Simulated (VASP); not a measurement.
MgCd3O4, 8 atoms in the cell. Symmetry: Cmmm, No. 65, orthorhombic system. The conventional cell has a = 6.601 Å, b = 9.330 Å, c = 3.289 Å, α = 90.00°, β = 90.00°, γ = 90.00°. Mg (site symmetry mmm) has 6 O at 2.20 to 2.25 Å within 2.9 Å. Cd (site symmetry mmm) has 6 O at 2.42 to 2.46 Å and 10 Cd at 3.29 to 3.30 Å and 2 Mg at 3.30 Å within 3.4 Å. Within 3.1 Å of Cd (site symmetry 2/m) lie 6 O at 2.33 to 2.34 Å. O (site symmetry m2m) has 1 Mg at 2.20 Å and 5 Cd at 2.33 to 2.46 Å within 2.9 Å. Within 3.3 Å of O (site symmetry 2mm) lie 2 Mg at 2.25 Å and 4 Cd at 2.34 to 2.42 Å and 7 O at 3.06 to 3.29 Å. 

```yaml
Program: VASP 6.6.1
Task: relaxation of cell and atoms
Functional: PBE
Potentials_or_basis: VASP PAW PBE potentials, release 64 (Mg, Cd, O)
Cutoff: 600 eV
k_mesh: 8 × 8 × 12
Occupations: gaussian, width 0.1 eV
Spin: no spin polarisation
Dipole_correction: no
Further_INCAR_settings: ALGO = Fast; EDIFF = 1e-06; IBRION = 2; EDIFFG = -0.01; NSW = 100; ISIF = 3
```

Potentials or basis: VASP PAW PBE potentials, release 64 (Mg, Cd, O).

The run is started by

```sh
$ cat potpaw_PBE.64/Mg/POTCAR potpaw_PBE.64/Cd/POTCAR potpaw_PBE.64/O/POTCAR > POTCAR
$ mpirun -np 1 vasp_std > vasp.out
```

Hardware: 1 thread of Oxide Virtual Turin-like Processor (shared host).

Q: Estimate the wall time of this run.

A: It took 70 min on 1 thread of Oxide Virtual Turin-like Processor, on a shared host, peak memory 0.65 GiB. Counts: scf iterations 52, k points 147, ion steps 8.
